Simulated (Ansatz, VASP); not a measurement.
PbF2: VASP beside Ansatz

File POSCAR:

```
PbF2
1.0
    0.0000000000      2.9636600000      2.9636600000
    2.9636600000      0.0000000000      2.9636600000
    2.9636600000      2.9636600000      0.0000000000
Pb F
1 2
Direct
    0.0000000000      0.0000000000      0.0000000000
    0.7500000000      0.7500000000      0.7500000000
    0.2500000000      0.2500000000      0.2500000000
```

File INCAR.step1:

```
ALGO = Normal ; EDIFF = 1E-5
EDIFFG = -0.005 ; ENCUT = 660
GGA = PE ; GGA_COMPAT = F
IBRION = 2 ; ISIF = 3
ISMEAR = -1 ; LASPH = T
LCHARG = F ; LREAL = F
LWAVE = T ; NELM = 120
NELMIN = 4 ; NSW = 100
PREC = Accurate ; SIGMA = 0.05
```

File INCAR.step2:

```
ALGO = Normal ; EDIFF = 1E-7
EDIFFG = -0.01 ; ENCUT = 660
GGA_COMPAT = F ; IBRION = 2
ISIF = 3 ; ISMEAR = -1
ISTART = 1 ; LASPH = T
LCHARG = F ; LMIXTAU = T
LREAL = F ; LWAVE = F
METAGGA = R2SCAN ; NELM = 120
NELMIN = 4 ; NSW = 60
PREC = Accurate ; SIGMA = 0.05
```

The input KPOINTS:

```
k-points
0
Gamma
  8 8 8
```

input.yaml

```yaml
crystal:
  lattice:
    - [0.0, 2.96366, 2.96366]
    - [2.96366, 0.0, 2.96366]
    - [2.96366, 2.96366, 0.0]
  atoms:
    - { symbol: Pb, position: [0.0, 0.0, 0.0] }
    - { symbol: F, position: [0.75, 0.75, 0.75] }
    - { symbol: F, position: [0.25, 0.25, 0.25] }
hamiltonian:
  xc: r2scan
  pseudopotentials: { kind: paw }
kpoints:
  mp_grid: { grid: [8, 8, 8] }
scf:
  occupations: { method: fermi_dirac, width: 0.05 }
output:
  forces: true
  stress: true
  eigenvalues: true
relax:
  f_tol: 0.01
  max_steps: 40
  cell: { stress_tol: 0.05 }
```

Alike in both runs: task relaxation of cell and atoms; functional r2SCAN; k mesh 8 × 8 × 8; occupations fermi-dirac, width 0.05 eV; no spin polarisation.

|  | VASP | Ansatz |
| --- | --- | --- |
| version | VASP 6.6.1 | Ansatz 0.2.0 |
| potentials or method | VASP PAW PBE potentials, release 64 (Pb_d, F) | Ansatz PAW |
| plane-wave cutoff (eV) | 660 | 500 |
| valence electrons in the cell | 28 | 28 |

Ansatz gave:

| Item | Value |
| --- | --- |
| gap on the k mesh at the Fermi level, each at its own relaxed structure (eV) | 4.93 |
| relaxed volume (Å³/atom) | 17.30 |
| relaxed cell length with the largest relative difference (Å) | 4.187 |

Problem. Estimate VASP's values.

Solution. gap on the k mesh at the Fermi level, each at its own relaxed structure (eV): 4.93; relaxed volume (Å³/atom): 17.26; relaxed cell length with the largest relative difference (Å): 4.184.

VASP's potentials were made for PBE, not for r2SCAN.

Spin-orbit coupling is off throughout. Noted on Ansatz's run: the plane-wave basis is chosen anew once the cell has moved, so the energies of steps on either side of that aren't comparable.
